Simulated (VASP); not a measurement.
# Au (P-1) in VASP: further runs

Au is run at these levels: PBE; tasks: single point.

All numbers are computed with VASP 6.6.1; they aren't measurements. Logs are shortened: lines on timing, memory, paths and dates and some standing lists are left out, and cuts for length are marked.

### 1 The cell of the first run

The typed cell holds 2 atoms: a = 2.948 Å, b = 2.885 Å, c = 5.442 Å, α = 102.57°, β = 100.54°, γ = 91.81°.

### 2 Single point, PBE (strained and its atoms moved)

Input file INCAR:

```
PREC = Accurate
ENCUT = 520
EDIFF = 1E-6
ISMEAR = 0
SIGMA = 0.1
LREAL = False
LASPH = True
NELM = 100
ALGO = Normal
ISIF = 2
LWAVE = False
LCHARG = False
GGA = PE
NBANDS = 18
```

Input file KPOINTS:

```
Automatic mesh
0
Gamma
  16 16 8
```

Input file POSCAR:

```
Au
1.0
    2.9473665654     -0.0391634528      0.0463429499
   -0.0527908734      2.8843496724     -0.0024693887
   -1.0936521524     -1.2004190734      5.1945336872
Au
2
Direct
    0.3363335158      0.3193673043      0.7084077108
    0.6636664842      0.6806326957      0.2915922892
```

Potentials or basis: VASP PAW PBE potentials, release 64 (Au).

Command:

```console
> cat potpaw_PBE.64/Au/POTCAR > POTCAR
> mpirun -np 1 vasp_std > vasp.out
```

OUTCAR:

```text
PREC = Accurate
   ENCUT = 520
   EDIFF = 1E-6
   ISMEAR = 0
   LREAL = False
   LASPH = True
   NELM = 100
   ISIF = 2
   GGA = PE

 ion  position               nearest neighbor table
   1  0.336  0.319  0.708-   2 2.93   2 2.96   2 2.99   2 3.08   2 3.11
   2  0.664  0.681  0.292-   1 2.93   1 2.96   1 2.99   1 3.08   1 3.11

  LATTYP: Found a triclinic cell.
 ALAT       =     5.5774084980
 B/A-ratio  =     0.5172355213
 C/A-ratio  =     0.5285592819
 COS(alpha) =     0.0315915949
 COS(beta)  =     0.1948845352
 COS(gamma) =     0.3048338548

  Lattice vectors:

 A1 = (  -1.1464430258,   1.6839305990,   5.1920642985)
 A2 = (  -0.0527908734,   2.8843496724,  -0.0024693887)
 A3 = (  -2.9473665654,   0.0391634528,  -0.0463429499)

Analysis of symmetry for initial positions (statically):
=====================================================================
 Subroutine PRICEL returns:
 Original cell was already a primitive cell.

 Routine SETGRP: Setting up the symmetry group for a
 triclinic supercell.

 Subroutine GETGRP returns: Found  2 space group operations
 (whereof  2 operations were pure point group operations)
 out of a pool of  2 trial point group operations.

The static configuration has the point symmetry S_2 .

Analysis of symmetry for dynamics (positions and initial velocities):
=====================================================================
 Subroutine PRICEL returns:
 Original cell was already a primitive cell.

 Routine SETGRP: Setting up the symmetry group for a
 triclinic supercell.

 Subroutine GETGRP returns: Found  2 space group operations
 (whereof  2 operations were pure point group operations)
 out of a pool of  2 trial point group operations.

The dynamic configuration has the point symmetry S_2 .

 Subroutine INISYM returns: Found  2 space group operations
 (whereof  2 operations are pure point group operations),
 and found     1 'primitive' translations

----------------------------------------------------------------------------------------

                                     Primitive cell

  volume of cell :      44.2895

  direct lattice vectors                    reciprocal lattice vectors
     2.947366565 -0.039163453  0.046342950     0.338226621  0.006252602  0.072654840
    -0.052790873  2.884349672 -0.002469389     0.003337245  0.346828903  0.080852265
    -1.093652152 -1.200419073  5.194533687    -0.003015897  0.000109094  0.191900308

  length of vectors
     2.947991030  2.884833792  5.442449927     0.345998653  0.356143951  0.191924037

  position of ions in fractional coordinates (direct lattice)
     0.336333516  0.319367304  0.708407711
     0.663666484  0.680632696  0.291592289

  ion indices of the primitive-cell ions
   primitive index   ion index
                 1           1
                 2           2

----------------------------------------------------------------------------------------

 KPOINTS: Automatic mesh

Automatic generation of k-mesh.
 Grid dimensions read from file:
 generate k-points for:   16   16    8

 Generating k-lattice:

  Cartesian coordinates                     Fractional coordinates (reciprocal lattice)
     0.021139164  0.000390788  0.004540928     0.062500000  0.000000000  0.000000000
     0.000208578  0.021676806  0.005053267     0.000000000  0.062500000 -0.000000000
    -0.000376987  0.000013637  0.023987539     0.000000000 -0.000000000  0.125000000

  Length of vectors
     0.021624916  0.022258997  0.023990505

  Shift w.r.t. Gamma in fractional coordinates (k-lattice)
     0.000000000  0.000000000  0.000000000

 Subroutine IBZKPT returns following result:
 ===========================================

 Found   1028 irreducible k-points:

 Following reciprocal coordinates:
            Coordinates               Weight
  0.000000  0.000000  0.000000      1.000000
  0.062500  0.000000 -0.000000      2.000000
  0.125000  0.000000 -0.000000      2.000000
  0.187500  0.000000 -0.000000      2.000000
  0.250000  0.000000 -0.000000      2.000000
  0.312500  0.000000  0.000000      2.000000
[... 16 lines left out ...]
 -0.187500  0.062500  0.000000      2.000000
 -0.125000  0.062500  0.000000      2.000000
 [... further k-points ...]
   k-points           NKPTS =   1028   k-points in BZ     NKDIM =   1028   number of bands    NBANDS=     18
   number of dos      NEDOS =    301   number of ions     NIONS =      2
   total plane-waves  NPLWV =  23040
   dimension x,y,z NGX =    24 NGY =   24 NGZ =   40
   dimension x,y,z NGXF=    48 NGYF=   48 NGZF=   80
   ions per type =               2
   NGX,Y,Z   is equivalent  to a cutoff of  13.53, 13.83, 12.22 a.u.
   NGXF,Y,Z  is equivalent  to a cutoff of  27.07, 27.66, 24.44 a.u.
 SYSTEM =  unknown system
   PREC   = accura    normal or accurate (medium, high low for compatibility)
   ISTART =      0    job   : 0-new  1-cont  2-samecut
   ICHARG =      2    charge: 1-file 2-atom 10-const
   ISPIN  =      1    spin polarized calculation?
   LNONCOLLINEAR =      F non collinear calculations
   LSORBIT =      F    spin-orbit coupling
   LASPH  =      T    aspherical Exc in radial PAW
   ENCUT  =  520.0 eV  38.22 Ry    6.18 a.u.   5.48  5.36 10.12*2*pi/ulx,y,z
   NELM   =    100;   NELMIN=  2; NELMDL= -5     # of ELM steps
   EDIFF  = 0.1E-05   stopping-criterion for ELM
   LREAL  =      F    real-space projection
   EDIFFG = 0.1E-04   stopping-criterion for IOM
   NSW    =      0    number of steps for IOM
   IBRION =     -1    ionic relax: 0-MD 1-quasi-New 2-CG
   NFREE  =      0    steps in history (QN), initial steepest desc. (CG)
   ISIF   =      2    stress and relaxation
   ISYM   =      2    0-nonsym 1-usesym 2-fastsym
   POTIM  = 0.5000    time-step for ionic-motion
   TEBEG  =    0.0;   TEEND  =   0.0 temperature during run
   PSTRESS=    0.0 pullay stress
   NELECT =      22.0000    total number of electrons
   NUPDOWN=      -1.0000    fix difference up-down
   EMIN   =  10.00;   EMAX   =-10.00  energy-range for DOS
   EFERMI =   0.00;   METHOD = LEGACY
   ISMEAR =     0;   SIGMA  =   0.10  broadening in eV -4-tet -1-fermi 0-gaus
   EFERMI_NEDOS =   21; number of points for ismear=-14 and -15
   IALGO  =     38    algorithm
   IMIX   =      4    mixing-type and parameters
     AMIX     =   0.40;   BMIX     =  1.00
     AMIX_MAG =   1.60;   BMIX_MAG =  1.00
  volume/ion in A,a.u.               =      22.14       149.44
  Fermi-wavevector in a.u.,A,eV,Ry     =   1.296529  2.450084 22.871213  1.680987
  Thomas-Fermi vector in A             =   2.427979
   LORBIT       =      0    0 simple, 1 ext, 2 COOP (PROOUT), +10 PAW based schemes
   GGA     = PE    functional components
   LHFCALC =     F    Hartree Fock is set to
   AEXX    =    0.0000 exact exchange contribution
   IVDW    =     0    specifies the selected vdW correction
   LEPSILON=     F    determine dielectric tensor
   LRPA    =     F    only Hartree local field effects (RPA)
 non-spin polarized calculation
 Gauss-broadening in eV      SIGMA  =   0.10
  energy-cutoff  :      520.00
  volume of cell :       44.29
 maximum number of plane-waves:      1213
 NGX is ok and might be reduce to    24
   NGX = 11   NGY = 11   NGZ = 21

 number of electron      22.0000002 magnetization

 Free energy of the ion-electron system (eV)
  ---------------------------------------------------
  ext. energy  EPLUGINS =         0.00000000
  ---------------------------------------------------
  free energy    TOTEN  =        -5.97528183 eV

  energy without entropy =       -5.97230147  energy(sigma->0) =       -5.97379165

 E-fermi :   5.6617     XC(G=0): -11.0779

 val. band max:        5.6602105047   @ k =   0.0625  -0.1875   0.2500
 cond. band min:       5.6640306855   @ k =   0.2500  -0.4375   0.2500
 fundamental gap:      0.0038201809
 Fermi energy:         5.6616953005

 k-point     1 :       0.0000    0.0000    0.0000
  band No.  band energies     occupation
      1      -1.9864      2.00000
      2       0.1488      2.00000
      3       0.4476      2.00000
      4       1.1110      2.00000
      5       1.8888      2.00000
      6       2.6041      2.00000
[... 10 lines left out ...]
     17      21.1779      0.00000
     18      22.6041      0.00000

 k-point     2 :       0.0625    0.0000   -0.0000
  band No.  band energies     occupation
      1      -1.9040      2.00000
      2       0.1905      2.00000
      3       0.5065      2.00000
      4       1.1455      2.00000
      5       1.9163      2.00000
      6       2.5576      2.00000
[... 10 lines left out ...]
     17      21.2744      0.00000
     18      22.8475      0.00000

 k-point     3 :       0.1250    0.0000   -0.0000
  band No.  band energies     occupation
      1      -1.6656      2.00000
      2       0.2751      2.00000
      3       0.7094      2.00000
      4       1.2409      2.00000
      5       2.0087      2.00000
      6       2.4228      2.00000
[... 10 lines left out ...]
     17      21.5729      0.00000
     18      22.7804      0.00000

 k-point     4 :       0.1875    0.0000   -0.0000
  band No.  band energies     occupation
      1      -1.3008      2.00000
      2       0.3571      2.00000
      3       1.0513      2.00000
      4       1.3696      2.00000
      5       2.1696      2.00000
      6       2.2527      2.00000
[... 10 lines left out ...]
     17      21.8715      0.00000
     18      22.1688      0.00000

 k-point     5 :       0.2500    0.0000   -0.0000
  band No.  band energies     occupation
      1      -0.8658      2.00000
      2       0.4261      2.00000
      3       1.3904      2.00000
      4       1.5247      2.00000
      5       2.0082      2.00000
      6       2.5471      2.00000
[... 10 lines left out ...]
     17      20.9940      0.00000
     18      22.1673      0.00000

 k-point     6 :       0.3125    0.0000    0.0000
  band No.  band energies     occupation
      1      -0.4435      2.00000
      2       0.4651      2.00000
      3       1.4452      2.00000
      4       1.6540      2.00000
      5       2.1128      2.00000
      6       2.5190      2.00000
[... 10 lines left out ...]
     17      21.6915      0.00000
     18      21.9711      0.00000

 k-point     7 :       0.3750    0.0000   -0.0000
  band No.  band energies     occupation
      1      -0.1127      2.00000
      2       0.4522      2.00000
      3       1.4107      2.00000
      4       1.6095      2.00000
      5       2.3915      2.00000
      6       2.6292      2.00000
[... 10 lines left out ...]
     17      21.6764      0.00000
     18      22.5192      0.00000

 k-point     8 :       0.4375    0.0000   -0.0000
  band No.  band energies     occupation
      1       0.1016      2.00000
      2       0.3907      2.00000
      3       1.4140      2.00000
      4       1.5481      2.00000
      5       2.5060      2.00000
      6       2.5999      2.00000
[... 10 lines left out ...]
     17      21.4711      0.00000
     18      22.5770      0.00000
[... 229 lines left out ...]
     17      21.5107      0.00000
     18      22.1378      0.00000

 k-point    20 :      -0.3750    0.0625    0.0000
  band No.  band energies     occupation
      1      -0.0593      2.00000
      2       0.5595      2.00000
      3       1.5007      2.00000
      4       1.5862      2.00000
      5       2.1350      2.00000
      6       2.4614      2.00000
[... 10 lines left out ...]
     17      21.5661      0.00000
     18      22.0050      0.00000

 k-point    21 :      -0.3125    0.0625    0.0000
  band No.  band energies     occupation
      1      -0.3904      2.00000
      2       0.5726      2.00000
      3       1.5196      2.00000
      4       1.6254      2.00000
      5       2.0272      2.00000
      6       2.4294      2.00000
[... 10 lines left out ...]
     17      21.1212      0.00000
     18      21.8019      0.00000

 k-point    22 :      -0.2500    0.0625    0.0000
  band No.  band energies     occupation
      1      -0.8111      2.00000
      2       0.5309      2.00000
      3       1.4280      2.00000
      4       1.5247      2.00000
      5       2.0515      2.00000
      6       2.4348      2.00000
[... 10 lines left out ...]
     17      21.0495      0.00000
     18      21.5731      0.00000

 k-point    23 :      -0.1875    0.0625    0.0000
  band No.  band energies     occupation
      1      -1.2402      2.00000
      2       0.4591      2.00000
      3       1.0723      2.00000
      4       1.4133      2.00000
      5       2.1329      2.00000
      6       2.3181      2.00000
[... 10 lines left out ...]
     17      20.9249      0.00000
     18      22.4198      0.00000

 k-point    24 :      -0.1250    0.0625    0.0000
  band No.  band energies     occupation
      1      -1.5961      2.00000
      2       0.3737      2.00000
      3       0.7320      2.00000
      4       1.2896      2.00000
      5       1.9891      2.00000
      6       2.4570      2.00000
[... 10 lines left out ...]
     17      20.5986      0.00000
     18      23.0545      0.00000

 [... further k-points ...]
[... 5 lines left out ...]
  --------------------------------------------------------------------------------------
  -------------------------------------------------------------------------------------
  Total       -2.6019076     -2.1330793     -2.5745705      0.0388843     -0.0256623     -0.2064354
  in kB      -94.1242863    -77.1643713    -93.1353641      1.4066450     -0.9283360     -7.4678243
  external PRESSURE =     -88.1413406 kB  Pullay stress =       0.0000000 kB

 VOLUME and BASIS-vectors are now :
 -----------------------------------------------------------------------------
  energy-cutoff  :      520.00
  volume of cell :       44.29
      direct lattice vectors                 reciprocal lattice vectors
     2.947366565 -0.039163453  0.046342950     0.338226621  0.006252602  0.072654840
    -0.052790873  2.884349672 -0.002469389     0.003337245  0.346828903  0.080852265
    -1.093652152 -1.200419073  5.194533687    -0.003015897  0.000109094  0.191900308

 POSITION                                       TOTAL-FORCE (eV/Angst)
 -----------------------------------------------------------------------------------
      0.19969      0.05761      3.69465        -0.013222      0.064127      0.347172
      1.60124      1.58716      1.54376         0.013222     -0.064127     -0.347172
 -----------------------------------------------------------------------------------
    total drift:                               -0.000000     -0.000000      0.000000

  FREE ENERGIE OF THE ION-ELECTRON SYSTEM (eV)
  ---------------------------------------------------
  free  energy   TOTEN  =        -5.9752818277 eV

  energy  without entropy=       -5.9723014702  energy(sigma->0) =       -5.97379165
```

Run time: 4.7 min. Hardware: 1 thread of Intel Xeon Platinum 8488C (Sapphire Rapids), shared host; peak memory 0.71 GiB.

What came out:

| Property | Result |
| --- | --- |
| Free energy | -5.9753 eV |
| Pressure | -8.8 GPa |
| Largest force | 0.353 eV/Å |
| Band gap on the k mesh | zero (band 11 reaches 9.16 eV, above the bottom of band 12 at 4.00 eV) |

Forces in eV/Å, atoms in the order of the input:
```
Au  -0.013  0.064  0.347
Au   0.013 -0.064 -0.347
```

Caveat: the cell differs from its parent crystal (strained and its atoms moved); spin-orbit coupling is left out, which moves the levels of the heavy elements.

### 3 Single point, PBE

This run uses another cell than the first one, of 19.55 Å³/atom, 0.883 times its volume.

Input file INCAR:

```
PREC = Accurate
ENCUT = 520
EDIFF = 1E-6
ISMEAR = 0
SIGMA = 0.1
LREAL = False
LASPH = True
NELM = 60
ALGO = Fast
ISIF = 2
LWAVE = False
LCHARG = True
GGA = PE
LELF = True
LVHAR = True
NBANDS = 18
```

KPOINTS is that of step 2.

Input file POSCAR:

```
Au
1.0
    2.8154890579      0.0000000000      0.0000000000
   -0.0129553469      2.8201795887      0.0000000000
   -1.1378916452     -1.1854109603      4.9240140333
Au
2
Direct
    0.3271380000      0.3340380000      0.7259450000
    0.6728620000      0.6659620000      0.2740550000
```

Potentials or basis: VASP PAW PBE potentials, release 64 (Au).

Command:

```console
> cat potpaw_PBE.64/Au/POTCAR > POTCAR
> mpirun -np 1 vasp_std > vasp.out
```

It took 5.4 min on 1 thread of Intel Xeon Platinum 8488C (Sapphire Rapids), shared host; peak memory 0.64 GiB.

The run converged. Its results:

* Free energy: -6.2143 eV
* Pressure: -1.0 GPa
* Largest force: 0.068 eV/Å
* Band gap on the k mesh: zero (band 11 reaches 10.95 eV, above the bottom of band 12 at 5.52 eV)

Forces in eV/Å, atoms in the order of the input:
```
Au  -0.038 -0.034 -0.045
Au   0.038  0.034  0.045
```

Stress tensor (GPa, compression positive):
```
-1.40  0.22  0.81
 0.22 -1.69  0.61
 0.81  0.61  0.12
```

Levels at points of the mesh, in eV from the Fermi level:
| k point | band 9 | band 10 | band 11 | band 12 | band 13 | band 14 |
| --- | --- | --- | --- | --- | --- | --- |
| (0.00, 0.00, 0.00) | -2.30 | -2.07 | -1.69 | -0.01 | 2.66 | 13.95 |
| (0.50, 0.00, 0.00) | -2.36 | -1.86 | 0.42 | 1.09 | 2.79 | 5.49 |
| (0.00, 0.50, 0.00) | -2.33 | -1.90 | 0.37 | 1.10 | 2.64 | 5.44 |
| (0.50, 0.50, 0.00) | -0.88 | -0.86 | 2.69 | 4.62 | 5.94 | 6.60 |
| (0.00, 0.00, 0.50) | -2.01 | -1.78 | -1.68 | -1.63 | 9.30 | 11.49 |
| (0.50, 0.00, 0.50) | -2.06 | -2.03 | 0.00 | 1.29 | 1.66 | 4.87 |
| (0.00, 0.50, 0.50) | -2.08 | -2.05 | 0.04 | 1.33 | 1.63 | 4.91 |
| (0.50, 0.50, 0.50) | -0.89 | -0.85 | 3.02 | 5.22 | 5.50 | 6.58 |

Caveat: spin-orbit coupling is left out, which moves the levels of the heavy elements.

### 4 Single point, PBE

This run uses another cell than the first one, of 19.55 Å³/atom, 0.883 times its volume.

Input file INCAR:

```
SYSTEM = Au
  PREC = Accurate
  ENCUT = 520
  EDIFF = 1E-6
  ISMEAR = 0
  SIGMA = 0.1
  LREAL = .FALSE.
  LASPH = .TRUE.
  NELM = 100
  ALGO = Fast
  ISIF = 2
  LWAVE = .FALSE.
  LCHARG = .FALSE.
  GGA = PE
  NBANDS = 18
```

Input file KPOINTS:

```
regular mesh
0
G
  16 16 8
  0 0 0
```

POSCAR is that of step 3.

Command:

```console
> cat potpaw_PBE.64/Au/POTCAR > POTCAR
> mpirun -np 1 vasp_std > vasp.out
```

It took 5.9 min on 1 thread of Intel Xeon Platinum 8488C (Sapphire Rapids), shared host; peak memory 0.64 GiB.

It converged, with:

- Free energy: -6.2143 eV
- Pressure: -1.0 GPa
- Largest force: 0.068 eV/Å
- Band gap on the k mesh: zero (band 11 reaches 10.95 eV, above the bottom of band 12 at 5.52 eV)

Forces in eV/Å, atoms in the order of the input:
```
Au  -0.038 -0.034 -0.045
Au   0.038  0.034  0.045
```

Stress tensor (GPa, compression positive):
```
-1.40  0.22  0.81
 0.22 -1.69  0.61
 0.81  0.61  0.12
```

Levels at points of the mesh, in eV from the Fermi level:
| k point | band 9 | band 10 | band 11 | band 12 | band 13 | band 14 |
| --- | --- | --- | --- | --- | --- | --- |
| (0.00, 0.00, 0.00) | -2.30 | -2.07 | -1.69 | -0.01 | 2.66 | 13.95 |
| (0.50, 0.00, 0.00) | -2.36 | -1.86 | 0.42 | 1.09 | 2.79 | 5.49 |
| (0.00, 0.50, 0.00) | -2.33 | -1.90 | 0.37 | 1.10 | 2.64 | 5.44 |
| (0.50, 0.50, 0.00) | -0.88 | -0.86 | 2.69 | 4.62 | 5.94 | 6.60 |
| (0.00, 0.00, 0.50) | -2.01 | -1.78 | -1.68 | -1.63 | 9.30 | 11.49 |
| (0.50, 0.00, 0.50) | -2.06 | -2.03 | 0.00 | 1.29 | 1.66 | 4.87 |
| (0.00, 0.50, 0.50) | -2.08 | -2.05 | 0.04 | 1.33 | 1.63 | 4.91 |
| (0.50, 0.50, 0.50) | -0.89 | -0.85 | 3.02 | 5.22 | 5.50 | 6.58 |

Caveat: spin-orbit coupling is left out, which moves the levels of the heavy elements.
